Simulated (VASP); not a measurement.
InSe2:

```
In Se
1.0
     3.89489    0.00000    0.00000
     0.00000    3.89489    0.00000
     0.00000    0.00000    9.62623
In Se
2 4
Direct
  0.00000 0.50000 0.70647
  0.50000 0.00000 0.29353
  0.00000 0.50000 0.36621
  0.50000 0.00000 0.63379
  0.00000 0.00000 0.00000
  0.50000 0.50000 0.00000
```

* Program: VASP 6.6.1
* Task: relaxation of cell and atoms
* Functional: PBE
* Potentials or basis: VASP PAW PBE potentials, release 64 (In_d, Se)
* Cutoff: 600 eV
* k mesh: 1 × 1 × 1
* Occupations: gaussian, width 0.1 eV
* Spin: no spin polarisation

At the start: pressure 15.8 GPa; volume 24.34 Å³/atom.

Q: Where does the relaxation end?

A: Over 28 steps the energy falls by 614.2 meV/atom and the volume is 33.70 Å³/atom (+38.5 %); space group P4/nmm (No. 129, to 0.1 Å) before and after.

The path:
```csv
step,energy change (eV),largest force (eV/Å),pressure (GPa),volume (Å³)
1,0.0000,2.7946,15.84,146.03
2,-2.1522,1.8732,-3.63,201.81
3,-2.3120,2.2034,-1.24,184.98
4,-2.7706,1.8388,-1.12,182.43
5,-3.3660,0.2675,1.29,174.89
6,-3.3818,0.3977,0.37,176.50
7,-3.3890,0.1870,0.65,175.94
8,-3.5403,0.3833,1.05,179.10
9,-3.5526,0.5621,1.40,180.40
10,-3.6302,0.4704,-0.56,193.79
11,-3.6306,0.4654,-0.67,194.77
12,-3.6726,0.0974,-0.09,195.70
13,-3.6767,0.0642,0.18,196.05
14,-3.6818,0.0456,0.17,198.11
15,-3.6819,0.0640,0.17,198.54
16,-3.6829,0.0876,-0.19,201.30
17,-3.6831,0.0815,-0.09,200.49
18,-3.6842,0.0326,-0.05,201.01
19,-3.6845,0.0238,-0.02,201.43
20,-3.6848,0.0227,0.13,201.60
21,-3.6849,0.0159,0.06,201.53
22,-3.6851,0.0270,-0.02,202.27
23,-3.6851,0.0248,-0.02,202.19
24,-3.6851,0.0212,0.00,202.08
25,-3.6851,0.0189,0.01,202.00
26,-3.6851,0.0200,0.01,202.04
27,-3.6851,0.0208,0.01,202.07
28,-3.6851,0.0089,0.00,202.21
```

Final structure:
```xyz
6
Lattice="4.2820 0.0000 0.0000 0.0000 4.2820 0.0000 0.0000 0.0000 11.0280" Properties=species:S:1:pos:R:3 pbc="T T T"
In    0.0000    2.1410    7.0134
In    2.1410    0.0000    4.0146
Se    0.0000    2.1410    4.2738
Se    2.1410    0.0000    6.7542
Se    0.0000    0.0000    0.0000
Se    2.1410    2.1410    0.0000
```

Caveat: the k points lie up to 1.47 Å⁻¹ apart in the final cell; the volume moved by over 15 % at a fixed basis, so the end points are rough.
